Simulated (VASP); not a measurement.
# Si in VASP: relaxation of the atoms with PBE

Aim: the relaxation of the atoms of Si with PBE.

Everything below comes from runs of VASP 6.6.1. Logs are shortened: lines on timing, memory, paths and dates and some standing lists are left out, and cuts for length are marked.

## Step 1: The cell of the first run

The cell holds a slab with vacuum, 5 atoms: a = 3.868 Å, b = 3.868 Å, c = 19.437 Å, α = 90.00°, β = 90.00°, γ = 120.00°.

## Step 2: Relaxation of the atoms, PBE, collinear spin

INCAR reads:

```
  PREC = Accurate
  ENCUT = 520
  EDIFF = 1E-7
  ISMEAR = 0
  SIGMA = 0.05
  LREAL = F
  LASPH = T
  NELM = 150
  ALGO = Normal
  ISIF = 2
  LWAVE = F
  LCHARG = F
  ISPIN = 2
  MAGMOM = 0 0 0 0 2
  LORBIT = 11
  LDIPOL = T
  IDIPOL = 3
  DIPOL = 0.5 0.5 0.347
  GGA = PE
  IBRION = 2
  NSW = 36
  EDIFFG = -0.025
  KPAR = 4
```

KPOINTS reads:

```
regular mesh
0
Gamma
  9 9 1
```

POSCAR reads:

```
Si
1.0
    3.8675355712      0.0000000000      0.0000000000
   -1.9337677856      3.3493840547      0.0000000000
    0.0000000000      0.0000000000     19.4372968022
Si
5
Selective dynamics
Direct
    0.3333333333      0.6666666667      0.2057899327  F F F
    0.0000000000      0.0000000000      0.2464055286  F F F
    0.0000000000      0.0000000000      0.3748662336  F F F
    0.6666666667      0.3333333333      0.4083539436  F F F
    1.0000000000      1.0000000000      0.4983723019  F F T
```

Potentials or basis: VASP PAW PBE potentials, release 64 (Si).

The run is started by

```bash
$ cat potpaw_PBE.64/Si/POTCAR > POTCAR
$ mpirun -np 4 vasp_std > vasp.out
```

OUTCAR:

```text
PREC = Accurate
   ENCUT = 520
   EDIFF = 1E-7
   ISMEAR = 0
   LREAL = F
   LASPH = T
   NELM = 150
   ISIF = 2
   ISPIN = 2
   LORBIT = 11
   GGA = PE
   IBRION = 2
   NSW = 36
   EDIFFG = -0.025

 ion  position               nearest neighbor table
   1  0.333  0.667  0.206-   2 2.37   2 2.37   2 2.37
   2  0.000  0.000  0.246-   1 2.37   1 2.37   1 2.37   3 2.50
   3  0.000  0.000  0.375-   4 2.33   4 2.33   4 2.33   5 2.40   2 2.50
   4  0.667  0.333  0.408-   3 2.33   3 2.33   3 2.33   5 2.84   5 2.84   5 2.84
   5  0.000  0.000  0.498-   3 2.40   4 2.84   4 2.84   4 2.84

  LATTYP: Found a hexagonal cell.
 ALAT       =     3.8675355712
 C/A-ratio  =     5.0257577324

  Lattice vectors:

 A1 = (   3.8675355712,   0.0000000000,   0.0000000000)
 A2 = (  -1.9337677856,   3.3493840547,   0.0000000000)
 A3 = (   0.0000000000,   0.0000000000,  19.4372968022)

Analysis of symmetry for initial positions (statically):
=====================================================================
 Subroutine PRICEL returns:
 Original cell was already a primitive cell.

 Routine SETGRP: Setting up the symmetry group for a
 hexagonal supercell.

 Subroutine GETGRP returns: Found  6 space group operations
 (whereof  6 operations were pure point group operations)
 out of a pool of 24 trial point group operations.

The static configuration has the point symmetry C_3v.

Analysis of symmetry for dynamics (positions and initial velocities):
=====================================================================
 Subroutine PRICEL returns:
 Original cell was already a primitive cell.

 Routine SETGRP: Setting up the symmetry group for a
 hexagonal supercell.

 Subroutine GETGRP returns: Found  6 space group operations
 (whereof  6 operations were pure point group operations)
 out of a pool of 24 trial point group operations.

The dynamic configuration has the point symmetry C_3v.

Analysis of constrained symmetry for selective dynamics:
=====================================================================
 Subroutine PRICEL returns:
 Original cell was already a primitive cell.

 Routine SETGRP: Setting up the symmetry group for a
 hexagonal supercell.

 Subroutine GETGRP returns: Found  6 space group operations
 (whereof  6 operations were pure point group operations)
 out of a pool of 24 trial point group operations.

The constrained configuration has the point symmetry C_3v.

Analysis of structural, dynamic, and magnetic symmetry:
=====================================================================
 Subroutine PRICEL returns:
 Original cell was already a primitive cell.

 Routine SETGRP: Setting up the symmetry group for a
 hexagonal supercell.

 Subroutine GETGRP returns: Found  6 space group operations
 (whereof  6 operations were pure point group operations)
 out of a pool of 24 trial point group operations.

The overall configuration has the point symmetry C_3v.

 Subroutine INISYM returns: Found  6 space group operations
 (whereof  6 operations are pure point group operations),
 and found     1 'primitive' translations

----------------------------------------------------------------------------------------

                                     Primitive cell

  volume of cell :     251.7881

  direct lattice vectors                    reciprocal lattice vectors
     3.867535571  0.000000000  0.000000000     0.258562586  0.149281179  0.000000000
    -1.933767786  3.349384055  0.000000000     0.000000000  0.298562358  0.000000000
     0.000000000  0.000000000 19.437296802     0.000000000  0.000000000  0.051447483

  length of vectors
     3.867535571  3.867535571 19.437296802     0.298562358  0.298562358  0.051447483

  position of ions in fractional coordinates (direct lattice)
     0.333333333  0.666666667  0.205789933
     0.000000000  0.000000000  0.246405529
     0.000000000  0.000000000  0.374866234
     0.666666667  0.333333333  0.408353944
     0.000000000  0.000000000  0.498372302

  ion indices of the primitive-cell ions
   primitive index   ion index
                 1           1
                 2           2
                 3           3
                 4           4
                 5           5

[... 77 lines left out ...]
     AMIX     =   0.40;   BMIX     =  1.00
     AMIX_MAG =   1.60;   BMIX_MAG =  1.00
  volume/ion in A,a.u.               =      50.36       339.83
  Fermi-wavevector in a.u.,A,eV,Ry     =   0.703731  1.329858  6.738106  0.495237
  Thomas-Fermi vector in A             =   1.788781
   LORBIT       =     11    0 simple, 1 ext, 2 COOP (PROOUT), +10 PAW based schemes
   GGA     = PE    functional components
   LHFCALC =     F    Hartree Fock is set to
   AEXX    =    0.0000 exact exchange contribution
   IVDW    =     0    specifies the selected vdW correction
   LEPSILON=     F    determine dielectric tensor
   LRPA    =     F    only Hartree local field effects (RPA)
 conjugate gradient relaxation of ions
 spin polarized calculation
 Gauss-broadening in eV      SIGMA  =   0.05
  energy-cutoff  :      520.00
  volume of cell :      251.79
 maximum number of plane-waves:      6807
 NGX is ok and might be reduce to    30
   NGX = 15   NGY = 15   NGZ = 73

 dipolmoment           0.000000      0.000000      0.037861 electrons x Angstroem

--------------------------------------- Ionic step        1  -------------------------------------------

 number of electron      20.0000003 magnetization      -0.0005054

 number of electron      20.0000003 magnetization       0.0000379

 Free energy of the ion-electron system (eV)
  ---------------------------------------------------
  ext. energy  EPLUGINS =         0.00000000
  ---------------------------------------------------
  free energy    TOTEN  =       -23.66782900 eV

  energy without entropy =      -23.66782583  energy(sigma->0) =      -23.66782742

------------------------ aborting loop because EDIFF is reached ----------------------------------------

  FORCE on cell =-STRESS in cart. coord.  units (eV):
  Direction    XX          YY          ZZ          XY          YZ          ZX
  --------------------------------------------------------------------------------------
  -------------------------------------------------------------------------------------
  Total       -2.1922930     -2.1922930      0.9152703      0.0000000      0.0000000      0.0000000
  in kB      -13.9499950    -13.9499950      5.8240463      0.0000000      0.0000000      0.0000000
  external PRESSURE =      -7.3586479 kB  Pullay stress =       0.0000000 kB
[... 65 lines left out ...]
--------------------------------------- Ionic step        3  -------------------------------------------

 number of electron      20.0000002 magnetization       0.0000001

 dipolmoment           0.000000      0.000000     -0.041817 electrons x Angstroem

 Free energy of the ion-electron system (eV)
  ---------------------------------------------------
  ext. energy  EPLUGINS =         0.00000000
  ---------------------------------------------------
  free energy    TOTEN  =       -23.67415273 eV

  energy without entropy =      -23.67415114  energy(sigma->0) =      -23.67415194

 E-fermi :  -0.4053     XC(G=0):  -4.6368

 val. band max:       -0.5459304659   @ k =   0.4444  -0.0000   0.0000
 cond. band min:      -0.2638488152   @ k =   0.1111   0.1111   0.0000
 fundamental gap:      0.2820816507
 Fermi energy:        -0.4053203919

 spin component 1

 k-point     1 :       0.0000    0.0000    0.0000
  band No.  band energies     occupation
      1     -12.9050      1.00000
      2     -10.8587      1.00000
      3      -8.1141      1.00000
      4      -4.9370      1.00000
      5      -2.5551      1.00000
      6      -2.5551      1.00000
      7      -2.1069      1.00000
      8      -0.7863      1.00000
      9      -0.7188      1.00000
     10      -0.7188      1.00000
     11       0.9076      0.00000
     12       1.5291      0.00000
     13       1.5291      0.00000
     14       2.1218      0.00000
[... 184 lines left out ...]
      1     -10.2538      1.00000
      2      -9.0305      1.00000
      3      -7.9993      1.00000
      4      -7.5024      1.00000
      5      -5.8118      1.00000
      6      -5.8104      1.00000
      7      -4.2389      1.00000
      8      -2.9522      1.00000
      9      -2.8120      1.00000
     10      -1.4795      1.00000
     11      -0.1591      0.00000
     12       0.7925      0.00000
     13       1.6939      0.00000
     14       3.7591      0.00000
     15       3.8905      0.00000
 Fermi energy:        -0.4053203919

 spin component 2

 k-point     1 :       0.0000    0.0000    0.0000
  band No.  band energies     occupation
      1     -12.9050      1.00000
      2     -10.8587      1.00000
      3      -8.1141      1.00000
      4      -4.9370      1.00000
      5      -2.5551      1.00000
      6      -2.5551      1.00000
      7      -2.1069      1.00000
      8      -0.7863      1.00000
      9      -0.7188      1.00000
     10      -0.7188      1.00000
     11       0.9076      0.00000
     12       1.5291      0.00000
     13       1.5291      0.00000
     14       2.1218      0.00000
[... 187 lines left out ...]
      4      -7.5024      1.00000
      5      -5.8118      1.00000
      6      -5.8104      1.00000
      7      -4.2389      1.00000
      8      -2.9522      1.00000
      9      -2.8120      1.00000
     10      -1.4795      1.00000
     11      -0.1591      0.00000
     12       0.7925      0.00000
     13       1.6939      0.00000
     14       3.7591      0.00000
     15       3.8905      0.00000

------------------------ aborting loop because EDIFF is reached ----------------------------------------

 vacuum level on the upper side and lower side of the slab       (xc-potential included)        -0.468         0.120

  FORCE on cell =-STRESS in cart. coord.  units (eV):
  Direction    XX          YY          ZZ          XY          YZ          ZX
  --------------------------------------------------------------------------------------
  -------------------------------------------------------------------------------------
  Total       -2.2195283     -2.2195283      0.1523804      0.0000000      0.0000000      0.0000000
  in kB      -14.1232986    -14.1232986      0.9696268      0.0000000      0.0000000      0.0000000
  external PRESSURE =      -9.0923235 kB  Pullay stress =       0.0000000 kB
[... 20 lines left out ...]
  FREE ENERGIE OF THE ION-ELECTRON SYSTEM (eV)
  ---------------------------------------------------
  free  energy   TOTEN  =       -23.6741527326 eV

  energy  without entropy=      -23.6741511386  energy(sigma->0) =      -23.67415194

 reached required accuracy - stopping structural energy minimisation

 vacuum level on the upper side and lower side of the slab         3.860         4.452

 total charge

# of ion       s       p       d       tot
------------------------------------------
    1        0.807   0.828   0.000   1.635
    2        0.776   0.864   0.000   1.640
    3        0.775   0.896   0.000   1.671
    4        0.773   0.857   0.000   1.630
    5        0.929   0.591   0.000   1.520
--------------------------------------------------
tot          4.060   4.036   0.000   8.096

 magnetization (x)

# of ion       s       p       d       tot
------------------------------------------
    1        0.000   0.000   0.000   0.000
    2       -0.000  -0.000   0.000  -0.000
    3        0.000   0.000   0.000   0.000
    4       -0.000  -0.000   0.000  -0.000
    5        0.000  -0.000   0.000  -0.000
--------------------------------------------------
tot          0.000  -0.000   0.000   0.000
```

Run time: 4.6 min. Hardware: 4 MPI ranks of Oxide Virtual Turin-like, shared host; peak memory 0.5 GiB.

Results:

* Free energy: -23.6742 eV
* Energy gained by relaxing: 1.3 meV/atom
* Ionic steps: 3
* Band gap on the k mesh: zero (filled and empty bands overlap)
* Net moment: 0.00 μB per cell
* Valence electrons inside the program's atomic spheres: Si 1.64, 1.67, 1.63, 1.52 (each value once)

Step by step:
```csv
step,energy change (eV),largest force on free atoms (eV/Å),pressure (GPa)
1,0.0000,0.3210,-0.74
2,-0.0040,0.1929,-0.80
3,-0.0063,0.0114,-0.91
```

Final structure:
```
Si
1.0
     3.86754    0.00000    0.00000
    -1.93377    3.34938    0.00000
     0.00000    0.00000   19.43730
Si
5
Direct
  0.33333 0.66667 0.20579
  0.00000 0.00000 0.24641
  0.00000 0.00000 0.37487
  0.66667 0.33333 0.40835
  0.00000 0.00000 0.50054
```

The gap in the log of VASP goes by the Fermi energy; the results here count the filled bands.